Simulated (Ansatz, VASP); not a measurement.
**Au in VASP and in Ansatz**

```
Au
1.0
     2.84080    0.00000    0.00000
    -1.42040    2.46020    0.00000
     0.00000    0.00000    4.78038
Au
2
Direct
  0.66667 0.33333 0.25000
  0.33333 0.66667 0.75000
```

Change from the starting cell: volume scaled by 0.94.

Alike in both runs: task single point; functional PBEsol; k mesh 11 × 11 × 6; occupations fermi-dirac, width 0.05 eV; no spin polarisation.

```csv
,VASP,Ansatz
version,VASP 6.6.1,Ansatz 0.2.0
potentials or method,"VASP PAW PBE potentials, release 64 (Au), cutoff 520 eV","all-electron LAPW, scalar-relativistic"
```

VASP gave:

```
gap on the k mesh at the Fermi level (eV)                     : none
pressure (GPa)                                                : 3.2
traceless stress, the component that is largest in VASP (GPa) : -1.03
```

Which values does Ansatz return?

gap on the k mesh at the Fermi level (eV): none; pressure (GPa): 3.5; traceless stress, the component that is largest in VASP (GPa): -1.03.

VASP's potentials were made for PBE, not for PBEsol. A gap of «none» marks a metal or a gap that the smearing closes. Ansatz ran all-electron here, and VASP with PAW potentials.

Neither program's run includes spin-orbit coupling.
